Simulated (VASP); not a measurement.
# SnTe5 (P-62m) in VASP: notebook

The runs below take SnTe5 through single point, with PBE.

Everything below comes from runs of VASP 6.6.1. Logs are shortened: lines on timing, memory, paths and dates and some standing lists are left out, and cuts for length are marked.

### 1 The cell of the first run

It takes space group P-62m (No. 189, hexagonal). The conventional cell has a = 6.911 Å, b = 6.911 Å, c = 4.510 Å, α = 90.00°, β = 90.00°, γ = 120.00°. Sn (site symmetry -62m) has 12 Te at 3.24 to 3.99 Å within 4.3 Å. Te (site symmetry m2m) has 10 Te at 3.21 to 4.04 Å and 2 Sn at 3.24 Å within 4.2 Å. Within 4.2 Å of Te (site symmetry -6) lie 9 Te at 3.21 to 3.99 Å and 3 Sn at 3.99 Å.

The cell was generated, and may not be a known phase.

### 2 Single point, PBE

INCAR

```
PREC = Accurate ; ENCUT = 520
EDIFF = 1E-7 ; ISMEAR = 0
SIGMA = 0.1 ; LREAL = False
LASPH = True ; NELM = 60
ALGO = Normal ; ISIF = 2
LWAVE = False ; LCHARG = False
GGA = PE ; NBANDS = 31
```

KPOINTS

```
Automatic mesh
0
Gamma
  3 3 4
```

POSCAR

```
SnTe5
1.0
    6.9106985133      0.0000000000      0.0000000000
   -3.4553492566      5.9848404704      0.0000000000
    0.0000000000      0.0000000000      4.5099617298
Sn Te
1 5
Direct
    0.0000000000      0.0000000000      0.0000000000
    0.3371649941      0.0000000000      0.5000000000
    0.6628350059      0.6628350059      0.5000000000
    0.0000000000      0.3371649941      0.5000000000
    0.3333333333      0.6666666667      0.0000000000
    0.6666666667      0.3333333333      0.0000000000
```

Potentials or basis: VASP PAW PBE potentials, release 64 (Sn_d, Te).

Launch:

```bash
$ cat potpaw_PBE.64/Sn_d/POTCAR potpaw_PBE.64/Te/POTCAR > POTCAR
$ mpirun -np 1 vasp_std > vasp.out
```

OUTCAR:

```text
PREC = Accurate
   ENCUT = 520
   EDIFF = 1E-7
   ISMEAR = 0
   LREAL = False
   LASPH = True
   NELM = 60
   ISIF = 2
   GGA = PE

 ion  position               nearest neighbor table
   1  0.000  0.000  0.000-   4 3.24   4 3.24   2 3.24   2 3.24   3 3.24   3 3.24
   2  0.337  0.000  0.500-   5 3.21   5 3.21   6 3.21   6 3.21   1 3.24   1 3.24
   3  0.663  0.663  0.500-   6 3.21   6 3.21   5 3.21   5 3.21   1 3.24   1 3.24
   4  0.000  0.337  0.500-   6 3.21   6 3.21   5 3.21   5 3.21   1 3.24   1 3.24
   5  0.333  0.667  0.000-   2 3.21   2 3.21   4 3.21   4 3.21   3 3.21   3 3.21
   6  0.667  0.333  0.000-   4 3.21   4 3.21   2 3.21   2 3.21   3 3.21   3 3.21

  LATTYP: Found a hexagonal cell.
 ALAT       =     6.9106985133
 C/A-ratio  =     0.6526057708

  Lattice vectors:

 A1 = (   6.9106985133,   0.0000000000,   0.0000000000)
 A2 = (  -3.4553492566,   5.9848404704,   0.0000000000)
 A3 = (   0.0000000000,   0.0000000000,   4.5099617298)

Analysis of symmetry for initial positions (statically):
=====================================================================
 Subroutine PRICEL returns:
 Original cell was already a primitive cell.

 Routine SETGRP: Setting up the symmetry group for a
 hexagonal supercell.

 Subroutine GETGRP returns: Found 12 space group operations
 (whereof 12 operations were pure point group operations)
 out of a pool of 24 trial point group operations.

The static configuration has the point symmetry D_3h.

Analysis of symmetry for dynamics (positions and initial velocities):
=====================================================================
 Subroutine PRICEL returns:
 Original cell was already a primitive cell.

 Routine SETGRP: Setting up the symmetry group for a
 hexagonal supercell.

 Subroutine GETGRP returns: Found 12 space group operations
 (whereof 12 operations were pure point group operations)
 out of a pool of 24 trial point group operations.

The dynamic configuration has the point symmetry D_3h.

 Subroutine INISYM returns: Found 12 space group operations
 (whereof 12 operations are pure point group operations),
 and found     1 'primitive' translations

----------------------------------------------------------------------------------------

                                     Primitive cell

  volume of cell :     186.5294

  direct lattice vectors                    reciprocal lattice vectors
     6.910698513  0.000000000  0.000000000     0.144703173  0.083544416  0.000000000
    -3.455349257  5.984840470  0.000000000     0.000000000  0.167088831  0.000000000
     0.000000000  0.000000000  4.509961730     0.000000000  0.000000000  0.221731372

  length of vectors
     6.910698513  6.910698513  4.509961730     0.167088831  0.167088831  0.221731372

  position of ions in fractional coordinates (direct lattice)
     0.000000000  0.000000000  0.000000000
     0.337164994  0.000000000  0.500000000
     0.662835006  0.662835006  0.500000000
     0.000000000  0.337164994  0.500000000
     0.333333333  0.666666667  0.000000000
     0.666666667  0.333333333  0.000000000

  ion indices of the primitive-cell ions
   primitive index   ion index
                 1           1
                 2           2
                 3           3
                 4           4
                 5           5
                 6           6

----------------------------------------------------------------------------------------

 KPOINTS: Automatic mesh

Automatic generation of k-mesh.
 Grid dimensions read from file:
 generate k-points for:    3    3    4

 Generating k-lattice:

  Cartesian coordinates                     Fractional coordinates (reciprocal lattice)
     0.048234391  0.027848139  0.000000000     0.333333333  0.000000000  0.000000000
     0.000000000  0.055696277  0.000000000     0.000000000  0.333333333  0.000000000
     0.000000000  0.000000000  0.055432843     0.000000000  0.000000000  0.250000000

  Length of vectors
     0.055696277  0.055696277  0.055432843

  Shift w.r.t. Gamma in fractional coordinates (k-lattice)
     0.000000000  0.000000000  0.000000000

 Subroutine IBZKPT returns following result:
 ===========================================

 Found      9 irreducible k-points:

 Following reciprocal coordinates:
            Coordinates               Weight
  0.000000  0.000000  0.000000      1.000000
  0.333333  0.000000  0.000000      6.000000
  0.333333  0.333333  0.000000      2.000000
  0.000000  0.000000  0.250000      2.000000
  0.333333  0.000000  0.250000     12.000000
  0.333333  0.333333  0.250000      4.000000
  0.000000  0.000000  0.500000      1.000000
  0.333333  0.000000  0.500000      6.000000
  0.333333  0.333333  0.500000      2.000000
   k-points           NKPTS =      9   k-points in BZ     NKDIM =      9   number of bands    NBANDS=     31
   number of dos      NEDOS =    301   number of ions     NIONS =      6
   total plane-waves  NPLWV = 104976
   dimension x,y,z NGX =    54 NGY =   54 NGZ =   36
   dimension x,y,z NGXF=   108 NGYF=  108 NGZF=   72
   ions per type =               1   5
   NGX,Y,Z   is equivalent  to a cutoff of  12.99, 12.99, 13.27 a.u.
   NGXF,Y,Z  is equivalent  to a cutoff of  25.98, 25.98, 26.54 a.u.
 SYSTEM =  unknown system
   PREC   = accura    normal or accurate (medium, high low for compatibility)
   ISTART =      0    job   : 0-new  1-cont  2-samecut
   ICHARG =      2    charge: 1-file 2-atom 10-const
   ISPIN  =      1    spin polarized calculation?
   LNONCOLLINEAR =      F non collinear calculations
   LSORBIT =      F    spin-orbit coupling
   LASPH  =      T    aspherical Exc in radial PAW
   ENCUT  =  520.0 eV  38.22 Ry    6.18 a.u.  12.85 12.85  8.39*2*pi/ulx,y,z
   NELM   =     60;   NELMIN=  2; NELMDL= -5     # of ELM steps
   EDIFF  = 0.1E-06   stopping-criterion for ELM
   LREAL  =      F    real-space projection
   EDIFFG = 0.1E-05   stopping-criterion for IOM
   NSW    =      0    number of steps for IOM
   IBRION =     -1    ionic relax: 0-MD 1-quasi-New 2-CG
   NFREE  =      0    steps in history (QN), initial steepest desc. (CG)
   ISIF   =      2    stress and relaxation
   ISYM   =      2    0-nonsym 1-usesym 2-fastsym
   POTIM  = 0.5000    time-step for ionic-motion
   TEBEG  =    0.0;   TEEND  =   0.0 temperature during run
   PSTRESS=    0.0 pullay stress
   NELECT =      44.0000    total number of electrons
   NUPDOWN=      -1.0000    fix difference up-down
   EMIN   =  10.00;   EMAX   =-10.00  energy-range for DOS
   EFERMI =   0.00;   METHOD = LEGACY
   ISMEAR =     0;   SIGMA  =   0.10  broadening in eV -4-tet -1-fermi 0-gaus
   EFERMI_NEDOS =   21; number of points for ismear=-14 and -15
   IALGO  =     38    algorithm
   IMIX   =      4    mixing-type and parameters
     AMIX     =   0.40;   BMIX     =  1.00
     AMIX_MAG =   1.60;   BMIX_MAG =  1.00
  volume/ion in A,a.u.               =      31.09       209.79
  Fermi-wavevector in a.u.,A,eV,Ry     =   1.011525  1.911505 13.921246  1.023183
  Thomas-Fermi vector in A             =   2.144580
   LORBIT       =      0    0 simple, 1 ext, 2 COOP (PROOUT), +10 PAW based schemes
   GGA     = PE    functional components
   LHFCALC =     F    Hartree Fock is set to
   AEXX    =    0.0000 exact exchange contribution
   IVDW    =     0    specifies the selected vdW correction
   LEPSILON=     F    determine dielectric tensor
   LRPA    =     F    only Hartree local field effects (RPA)
 non-spin polarized calculation
 Gauss-broadening in eV      SIGMA  =   0.10
  energy-cutoff  :      520.00
  volume of cell :      186.53
 maximum number of plane-waves:      5049
 NGX is ok and might be reduce to    54
   NGX = 25   NGY = 25   NGZ = 17

 number of electron      44.0000001 magnetization

 Free energy of the ion-electron system (eV)
  ---------------------------------------------------
  ext. energy  EPLUGINS =         0.00000000
  ---------------------------------------------------
  free energy    TOTEN  =       -18.61446405 eV

  energy without entropy =      -18.58562777  energy(sigma->0) =      -18.60004591

 E-fermi :   6.7599     XC(G=0):  -9.5922

 val. band max:        6.7107752927   @ k =   0.0000   0.0000   0.5000
 cond. band min:       6.7860599049   @ k =   0.0000   0.0000   0.0000
 fundamental gap:      0.0752846122
 Fermi energy:         6.7598528492

 k-point     1 :       0.0000    0.0000    0.0000
  band No.  band energies     occupation
      1     -14.9272      2.00000
      2     -14.9272      2.00000
      3     -14.9078      2.00000
      4     -14.9078      2.00000
      5     -14.9003      2.00000
      6      -6.5901      2.00000
[... 23 lines left out ...]
     30      11.2209      0.00000
     31      11.8848      0.00000

 k-point     2 :       0.3333    0.0000    0.0000
  band No.  band energies     occupation
      1     -14.9273      2.00000
      2     -14.9272      2.00000
      3     -14.9078      2.00000
      4     -14.9078      2.00000
      5     -14.9003      2.00000
      6      -6.2739      2.00000
[... 23 lines left out ...]
     30      10.6283      0.00000
     31      11.8286      0.00000

 k-point     3 :       0.3333    0.3333    0.0000
  band No.  band energies     occupation
      1     -14.9272      2.00000
      2     -14.9272      2.00000
      3     -14.9078      2.00000
      4     -14.9078      2.00000
      5     -14.9003      2.00000
      6      -5.8020      2.00000
[... 23 lines left out ...]
     30      10.7466      0.00000
     31      10.7813      0.00000

 k-point     4 :       0.0000    0.0000    0.2500
  band No.  band energies     occupation
      1     -14.9269      2.00000
      2     -14.9269      2.00000
      3     -14.9099      2.00000
      4     -14.9099      2.00000
      5     -14.8963      2.00000
      6      -6.1796      2.00000
[... 125 lines left out ...]
     30      13.6613      0.00000
     31      13.6844      0.00000

 k-point     8 :       0.3333    0.0000    0.5000
  band No.  band energies     occupation
      1     -14.9266      2.00000
      2     -14.9266      2.00000
      3     -14.9121      2.00000
      4     -14.9121      2.00000
      5     -14.8922      2.00000
      6      -4.7809      2.00000
[... 23 lines left out ...]
     30      12.9280      0.00000
     31      13.1043      0.00000

 k-point     9 :       0.3333    0.3333    0.5000
  band No.  band energies     occupation
      1     -14.9266      2.00000
      2     -14.9266      2.00000
      3     -14.9121      2.00000
      4     -14.9121      2.00000
      5     -14.8922      2.00000
      6      -4.5156      2.00000
[... 23 lines left out ...]
     30      13.2457      0.00000
     31      13.2457      0.00000

------------------------ aborting loop because EDIFF is reached ----------------------------------------

  FORCE on cell =-STRESS in cart. coord.  units (eV):
  Direction    XX          YY          ZZ          XY          YZ          ZX
  --------------------------------------------------------------------------------------
  -------------------------------------------------------------------------------------
  Total        0.1062141      0.1062141     -0.1752328      0.0000000      0.0000000      0.0000000
  in kB        0.9123165      0.9123165     -1.5051457      0.0000000      0.0000000      0.0000000
  external PRESSURE =       0.1064958 kB  Pullay stress =       0.0000000 kB

 VOLUME and BASIS-vectors are now :
 -----------------------------------------------------------------------------
  energy-cutoff  :      520.00
  volume of cell :      186.53
      direct lattice vectors                 reciprocal lattice vectors
     6.910698513  0.000000000  0.000000000     0.144703173  0.083544416  0.000000000
    -3.455349257  5.984840470  0.000000000     0.000000000  0.167088831  0.000000000
     0.000000000  0.000000000  4.509961730     0.000000000  0.000000000  0.221731372

 POSITION                                       TOTAL-FORCE (eV/Angst)
 -----------------------------------------------------------------------------------
      0.00000      0.00000      0.00000        -0.000000     -0.000000      0.000000
      2.33005      0.00000      2.25498        -0.003125     -0.000000      0.000000
      2.29033      3.96696      2.25498         0.001562      0.002706     -0.000000
     -1.16502      2.01788      2.25498         0.001562     -0.002706      0.000000
     -0.00000      3.98989      0.00000        -0.000000     -0.000000      0.000000
      3.45535      1.99495      0.00000        -0.000000     -0.000000      0.000000
 -----------------------------------------------------------------------------------
    total drift:                                0.000000      0.000000     -0.000000

  FREE ENERGIE OF THE ION-ELECTRON SYSTEM (eV)
  ---------------------------------------------------
  free  energy   TOTEN  =       -18.6144640467 eV

  energy  without entropy=      -18.5856277688  energy(sigma->0) =      -18.60004591
```

Run time: 1.7 min. Hardware: 1 thread of Intel Xeon 8259CL, shared host; peak memory 0.32 GiB.

Results:

```
Free energy            : -18.6145 eV
Pressure               : 0.0 GPa
Largest force          : 0.003 eV/Å
Band gap on the k mesh : zero (bands 22 and 23 overlap by 0.66 eV)
```

Forces on the atoms (eV/Å):
```
Sn   0.000  0.000  0.000
Te  -0.003  0.000  0.000
Te   0.002  0.003  0.000
Te   0.002 -0.003  0.000
Te   0.000  0.000  0.000
Te   0.000  0.000  0.000
```

Stress tensor (GPa, compression positive):
```
 0.09  0.00  0.00
 0.00  0.09  0.00
 0.00  0.00 -0.15
```

Levels at points of the mesh, in eV from the Fermi level:
| k point | band 20 | band 21 | band 22 | band 23 | band 24 | band 25 |
| --- | --- | --- | --- | --- | --- | --- |
| (0.00, 0.00, 0.00) | -1.52 | -0.71 | -0.71 | -0.49 | 0.03 | 0.92 |
| (0.00, 0.00, 0.50) | -0.05 | -0.05 | 0.17 | 0.18 | 0.76 | 0.76 |

Caveat: semilocal functionals underestimate gaps, and a narrow one can read as zero; spin-orbit coupling is left out, which moves the levels of the heavy elements.

### 3 Single point, PBE

This run uses another cell than the first one, of 38.74 Å³/atom.

INCAR

```
  ALGO = Normal
  EDIFF = 1E-6
  ENCUT = 520
  GGA = PE
  ISIF = 2
  ISMEAR = 0
  LASPH = True
  LCHARG = False
  LREAL = False
  LWAVE = False
  NBANDS = 31
  NELM = 80
  PREC = Accurate
  SIGMA = 0.1
```

KPOINTS

```
k-points
0
Gamma
  3 3 4
```

POSCAR

```
SnTe5
1.0
    6.6395002800      0.0000000000      0.0000000000
   -3.3197501400      5.7499759100      0.0000000000
    0.0000000000      0.0000000000      6.0877263400
Sn Te
1 5
Direct
    0.0000000000      0.0000000000      0.0000000000
    0.3130345300      0.0000000000      0.5000000000
    0.6869654700      0.6869654700      0.5000000000
    0.0000000000      0.3130345300      0.5000000000
    0.3333333300      0.6666666700      0.0000000000
    0.6666666700      0.3333333300      0.0000000000
```

Potentials or basis: VASP PAW PBE potentials, release 64 (Sn_d, Te).

Launch:

```bash
$ cat potpaw_PBE.64/Sn_d/POTCAR potpaw_PBE.64/Te/POTCAR > POTCAR
$ mpirun -np 1 vasp_std > vasp.out
```

OUTCAR:

```text
EDIFF = 1E-6
   ENCUT = 520
   GGA = PE
   ISIF = 2
   ISMEAR = 0
   LASPH = True
   LREAL = False
   NELM = 80
   PREC = Accurate

 ion  position               nearest neighbor table
   1  0.000  0.000  0.000-   3 3.69   4 3.69   3 3.69   4 3.69   2 3.69   2 3.69
   2  0.313  0.000  0.500-   4 3.60   3 3.60   1 3.69   1 3.69
   3  0.687  0.687  0.500-   4 3.60   2 3.60   1 3.69   1 3.69
   4  0.000  0.313  0.500-   3 3.60   2 3.60   1 3.69   1 3.69
   5  0.333  0.667  0.000-
   6  0.667  0.333  0.000-

  LATTYP: Found a hexagonal cell.
 ALAT       =     6.6395002800
 C/A-ratio  =     0.9168952607

  Lattice vectors:

 A1 = (   6.6395002800,   0.0000000000,   0.0000000000)
 A2 = (  -3.3197501400,   5.7499759100,   0.0000000000)
 A3 = (   0.0000000000,   0.0000000000,   6.0877263400)

Analysis of symmetry for initial positions (statically):
=====================================================================
[... 164 lines left out ...]

 E-fermi :   4.1918     XC(G=0):  -8.7345

 val. band max:        4.1641134907   @ k =   0.3333   0.3333   0.5000
 cond. band min:       4.2014001020   @ k =   0.3333   0.3333   0.0000
 fundamental gap:      0.0372866113
 Fermi energy:         4.1918231524

 k-point     1 :       0.0000    0.0000    0.0000
  band No.  band energies     occupation
      1     -17.7746      2.00000
      2     -17.7746      2.00000
      3     -17.7622      2.00000
      4     -17.7622      2.00000
      5     -17.7575      2.00000
      6      -7.4941      2.00000
[... 295 lines left out ...]
     30       9.5505      0.00000
     31       9.9497      0.00000

------------------------ aborting loop because EDIFF is reached ----------------------------------------

  FORCE on cell =-STRESS in cart. coord.  units (eV):
  Direction    XX          YY          ZZ          XY          YZ          ZX
  --------------------------------------------------------------------------------------
  -------------------------------------------------------------------------------------
  Total       -8.9832281     -8.9832281    -12.1746123      0.0000000     -0.0000000      0.0000000
  in kB      -61.9279168    -61.9279167    -83.9284458      0.0000000     -0.0000000      0.0000000
  external PRESSURE =     -69.2614264 kB  Pullay stress =       0.0000000 kB

 VOLUME and BASIS-vectors are now :
 -----------------------------------------------------------------------------
  energy-cutoff  :      520.00
  volume of cell :      232.41
      direct lattice vectors                 reciprocal lattice vectors
     6.639500280  0.000000000  0.000000000     0.150613745  0.086956886  0.000000000
    -3.319750140  5.749975910  0.000000000     0.000000000  0.173913772  0.000000000
     0.000000000  0.000000000  6.087726340     0.000000000  0.000000000  0.164264940

 POSITION                                       TOTAL-FORCE (eV/Angst)
 -----------------------------------------------------------------------------------
      0.00000      0.00000      0.00000        -0.000000      0.000000     -0.000000
      2.07839      0.00000      3.04386        -0.420456      0.000000      0.000000
      2.28055      3.95003      3.04386         0.210228      0.364126      0.000000
     -1.03920      1.79994      3.04386         0.210228     -0.364126     -0.000000
     -0.00000      3.83332      0.00000        -0.000000      0.000000     -0.000000
      3.31975      1.91666      0.00000        -0.000000      0.000000     -0.000000
 -----------------------------------------------------------------------------------
    total drift:                                0.000000      0.000000      0.000000

  FREE ENERGIE OF THE ION-ELECTRON SYSTEM (eV)
  ---------------------------------------------------
  free  energy   TOTEN  =       -16.1978492115 eV

  energy  without entropy=      -16.1472657088  energy(sigma->0) =      -16.17255746
```

It took 1.8 min on 1 thread of Intel Xeon 8259CL, shared host; peak memory 0.35 GiB.

What came out:

```yaml
Free_energy: -16.1978 eV
Pressure: -6.9 GPa
Largest_force: 0.420 eV/Å
Band_gap_on_the_k_mesh: zero (bands 22 and 23 overlap by 1.68 eV)
```

Forces on the atoms (eV/Å):
```
Sn   0.000  0.000  0.000
Te  -0.420  0.000  0.000
Te   0.210  0.364  0.000
Te   0.210 -0.364  0.000
Te   0.000  0.000  0.000
Te   0.000  0.000  0.000
```

Stress tensor (GPa, compression positive):
```
-6.19  0.00  0.00
 0.00 -6.19  0.00
 0.00  0.00 -8.39
```

Caveat: the k points lie up to 0.36 Å⁻¹ apart, too coarse for converged energies and pressures of a metal; spin-orbit coupling is left out, which moves the levels of the heavy elements.

The gap in the log of VASP goes by the Fermi energy; the results here count the filled bands.